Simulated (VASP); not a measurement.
# Ta2N (P-3m1) in VASP: a series of runs, part 2 of 2

VASP 6.6.1. The steps go on from the part before.

## 4. Relaxation of cell and atoms, LDA

The input, INCAR:

```
PREC     = Accurate       # precision mode
ENCUT    = 600            # plane-wave cutoff, eV
EDIFF    = 1E-6           # SCF threshold, eV
ISMEAR   = 0              # smearing method
SIGMA    = 0.1            # smearing width, eV
LREAL    = False          # projectors in reciprocal space
LASPH    = True           # aspherical terms in the spheres
NELM     = 100            # most SCF steps
ALGO     = Normal         # electronic algorithm
ISIF     = 3              # what is computed and relaxed
LWAVE    = False          # write WAVECAR
LCHARG   = False          # write CHGCAR
GGA      = CA             # functional
IBRION   = 2              # ionic algorithm
NSW      = 100            # ionic steps
EDIFFG   = -0.05          # ionic threshold
```

The input, KPOINTS:

```
Automatic mesh
0
Gamma
  9 9 4
```

The input, POSCAR:

```
Ta2N
1.0
    3.1128615100      0.0000000000      0.0000000000
   -1.5564307500      2.6958171400      0.0000000000
    0.0000000000      0.0000000000      4.8698410000
Ta N
2 1
Direct
    0.6666666700      0.3333333300      0.7452890000
    0.3333333300      0.6666666700      0.2547110000
    0.0000000000      0.0000000000      0.0000000000
```

Potentials or basis: VASP PAW LDA potentials, release 64 (Ta_pv, N).

The run is started by

```bash
cat potpaw_LDA.64/Ta_pv/POTCAR potpaw_LDA.64/N/POTCAR > POTCAR
mpirun -np 1 vasp_std > vasp.out
```

OUTCAR:

```text
PREC = Accurate
   ENCUT = 600
   EDIFF = 1E-6
   ISMEAR = 0
   LREAL = False
   LASPH = True
   NELM = 100
   ISIF = 3
   GGA = CA
   IBRION = 2
   NSW = 100
   EDIFFG = -0.05

 ion  position               nearest neighbor table
   1  0.667  0.333  0.745-   3 2.18   3 2.18   3 2.18   2 2.99   2 2.99   2 2.99   2 3.06   2 3.06
                             2 3.06
   2  0.333  0.667  0.255-   3 2.18   3 2.18   3 2.18   1 2.99   1 2.99   1 2.99   1 3.06   1 3.06
                             1 3.06
   3  0.000  0.000  0.000-   1 2.18   2 2.18   2 2.18   1 2.18   1 2.18   2 2.18

  LATTYP: Found a hexagonal cell.
 ALAT       =     3.1128615100
 C/A-ratio  =     1.5644258456

  Lattice vectors:

 A1 = (   3.1128615100,   0.0000000000,   0.0000000000)
 A2 = (  -1.5564307500,   2.6958171400,   0.0000000000)
 A3 = (   0.0000000000,   0.0000000000,   4.8698410000)

Analysis of symmetry for initial positions (statically):
=====================================================================
 Subroutine PRICEL returns:
 Original cell was already a primitive cell.

 Routine SETGRP: Setting up the symmetry group for a
 hexagonal supercell.

 Subroutine GETGRP returns: Found 12 space group operations
 (whereof 12 operations were pure point group operations)
 out of a pool of 24 trial point group operations.

The static configuration has the point symmetry D_3d.

Analysis of symmetry for dynamics (positions and initial velocities):
=====================================================================
 Subroutine PRICEL returns:
 Original cell was already a primitive cell.

 Routine SETGRP: Setting up the symmetry group for a
 hexagonal supercell.

 Subroutine GETGRP returns: Found 12 space group operations
 (whereof 12 operations were pure point group operations)
 out of a pool of 24 trial point group operations.

The dynamic configuration has the point symmetry D_3d.
[... 129 lines left out ...]
   IVDW    =     0    specifies the selected vdW correction
   LEPSILON=     F    determine dielectric tensor
   LRPA    =     F    only Hartree local field effects (RPA)
 conjugate gradient relaxation of ions
 non-spin polarized calculation
 Gauss-broadening in eV      SIGMA  =   0.10
  energy-cutoff  :      600.00
  volume of cell :       40.87
 maximum number of plane-waves:      1387
 NGX is ok and might be reduce to    28
   NGX = 13   NGY = 13   NGZ = 19

--------------------------------------- Ionic step        1  -------------------------------------------

 number of electron      26.9999999 magnetization

 Free energy of the ion-electron system (eV)
  ---------------------------------------------------
  ext. energy  EPLUGINS =         0.00000000
  ---------------------------------------------------
  free energy    TOTEN  =       -37.56899919 eV

  energy without entropy =      -37.56208664  energy(sigma->0) =      -37.56554291

------------------------ aborting loop because EDIFF is reached ----------------------------------------

  FORCE on cell =-STRESS in cart. coord.  units (eV):
  Direction    XX          YY          ZZ          XY          YZ          ZX
  --------------------------------------------------------------------------------------
  -------------------------------------------------------------------------------------
  Total       -3.2919631     -3.2919631     -3.5535733     -0.0000000      0.0000000      0.0000000
  in kB     -129.0626347   -129.0626341   -139.3191599     -0.0000002      0.0000000      0.0000000
  external PRESSURE =    -132.4814762 kB  Pullay stress =       0.0000000 kB
[... 172 lines left out ...]
--------------------------------------- Ionic step        6  -------------------------------------------

 number of electron      27.0000000 magnetization

 Free energy of the ion-electron system (eV)
  ---------------------------------------------------
  ext. energy  EPLUGINS =         0.00000000
  ---------------------------------------------------
  free energy    TOTEN  =       -37.65243259 eV

  energy without entropy =      -37.64531462  energy(sigma->0) =      -37.64887361

 E-fermi :   7.7179     XC(G=0): -13.2780

 val. band max:        7.7111905816   @ k =   0.2222  -0.0000   0.0000
 cond. band min:       7.7193853776   @ k =   0.1111  -0.0000   0.0000
 fundamental gap:      0.0081947960
 Fermi energy:         7.7178544703

 k-point     1 :       0.0000    0.0000    0.0000
  band No.  band energies     occupation
      1     -27.7588      2.00000
      2     -26.8917      2.00000
      3     -26.8917      2.00000
      4     -26.7433      2.00000
      5     -26.7433      2.00000
      6     -26.6051      2.00000
[... 457 lines left out ...]
      4     -27.0166      2.00000
      5     -26.8780      2.00000
      6     -26.7520      2.00000
[... 9 lines left out ...]
     16       9.9852      0.00000
     17      10.5750      0.00000

 [... further k-points ...]

------------------------ aborting loop because EDIFF is reached ----------------------------------------

  FORCE on cell =-STRESS in cart. coord.  units (eV):
  Direction    XX          YY          ZZ          XY          YZ          ZX
  --------------------------------------------------------------------------------------
  -------------------------------------------------------------------------------------
  Total        0.1057173      0.1057173     -0.0174167      0.0000000     -0.0000000      0.0000000
  in kB        4.3355489      4.3355489     -0.7142744      0.0000000     -0.0000000      0.0000000
  external PRESSURE =       2.6522744 kB  Pullay stress =       0.0000000 kB
[... 18 lines left out ...]
  FREE ENERGIE OF THE ION-ELECTRON SYSTEM (eV)
  ---------------------------------------------------
  free  energy   TOTEN  =       -37.6524325920 eV

  energy  without entropy=      -37.6453146216  energy(sigma->0) =      -37.64887361

 reached required accuracy - stopping structural energy minimisation
```

CONTCAR:

```text
Ta2N
   1.00000000000000
     3.0702778413511957   -0.0000000000794296    0.0000000000000000
    -1.5351389158127857    2.6589386014557399   -0.0000000000000000
     0.0000000000000000   -0.0000000000000000    4.7854911324525489
  Ta              N
     2     1
Direct
     0.6666666699999979    0.3333333300000021    0.7477291821113827
     0.3333333300000021    0.6666666699999979    0.2522708178886172
     1.0000000000000000    1.0000000000000000    1.0000000000000000

  0.00000000E+00  0.00000000E+00  0.00000000E+00
  0.00000000E+00  0.00000000E+00  0.00000000E+00
  0.00000000E+00  0.00000000E+00  0.00000000E+00
```

Run time: 1.9 min. Hardware: 1 thread of AMD EPYC 7R13 (Zen 3), shared host; peak memory 0.15 GiB.

What came out:

```
Free energy                           : -37.6524 eV
Relaxed volume                        : 13.02 Å³/atom
Relaxed cell                          : a = 3.070 Å, b = 3.070 Å, c = 4.785 Å, α = 90.00°, β = 90.00°, γ = 120.00°
Space group after relaxing (to 0.1 Å) : P-3m1 (No. 164)
Energy gained by relaxing             : 27.8 meV/atom
Ionic steps                           : 6
Pressure after relaxing               : 0.3 GPa
Largest force after relaxing          : 0.018 eV/Å
Band gap on the k mesh                : zero (an odd number of electrons rules out a gap without spin polarisation)
```

Forces in eV/Å, atoms in the order of the input:
```
Ta   0.000  0.000  0.018
Ta   0.000  0.000 -0.018
N    0.000  0.000  0.000
```

Step by step:
```
step  energy change (eV)  largest force (eV/Å)  pressure (GPa)  volume (Å³)
   1              0.0000                0.5610          -13.25        40.87
   2              0.6009                1.5978           52.40        34.56
   3             -0.0822                0.1524           -0.55        39.12
   4             -0.0824                0.1323            0.08        39.05
   5             -0.0824                0.1213            0.34        39.01
   6             -0.0834                0.0184            0.27        39.07
```

Final structure:
```yaml
crystal:
  lattice:
    - [3.07028, 0.00000, 0.00000]
    - [-1.53514, 2.65894, 0.00000]
    - [0.00000, 0.00000, 4.78549]
  atoms:
    - { symbol: Ta, position: [0.66667, 0.33333, 0.74773] }
    - { symbol: Ta, position: [0.33333, 0.66667, 0.25227] }
    - { symbol: N, position: [0.00000, 0.00000, 0.00000] }
```

Levels at points of the mesh, in eV from the Fermi level:
| k point | band 10 | band 11 | band 12 | band 13 | band 14 | band 15 | band 16 | band 17 |
| --- | --- | --- | --- | --- | --- | --- | --- | --- |
| (0.00, 0.00, 0.00) | -6.34 | -4.70 | -0.65 | -0.26 | -0.26 | 0.26 | 0.26 | 0.43 |
| (0.00, 0.00, 0.50) | -6.53 | -2.77 | -2.57 | -1.20 | -1.20 | 1.94 | 2.27 | 2.38 |

Caveat: spin-orbit coupling is left out, which moves the levels of the heavy elements.

## 5. Summary

```csv
task,cell,k mesh,cutoff (eV),gap on the mesh (eV),pressure (GPa),largest force (eV/Å)
single point,"a = 3.113, b = 3.113, c = 4.870 Å, angles 90.0, 90.0, 120.0°, 3 atoms, atomic positions A",6 × 6 × 4,520,none,-13.1,0.66
single point,"a = 3.068, b = 3.068, c = 4.777 Å, angles 90.0, 90.0, 120.0°, 3 atoms, atomic positions B",9 × 9 × 4,520,none,1.5,0.02
relaxation of cell and atoms,"relaxed from a = 3.113, b = 3.113, c = 4.870 Å, angles 90.0, 90.0, 120.0°, 3 atoms, atomic positions A",9 × 9 × 4,600,none,0.3,0.02
```

Alike in all rows: level LDA; potentials or basis VASP PAW LDA potentials, release 64 (Ta_pv, N); no spin polarisation; smearing gaussian 0.1 eV.

Caveats: some runs use coarse meshes; spin-orbit coupling is left out, which moves the levels of the heavy elements.

Absolute energies hang on the potentials; compare differences alone.

The gap in the log of VASP goes by the Fermi energy; the results here count the filled bands.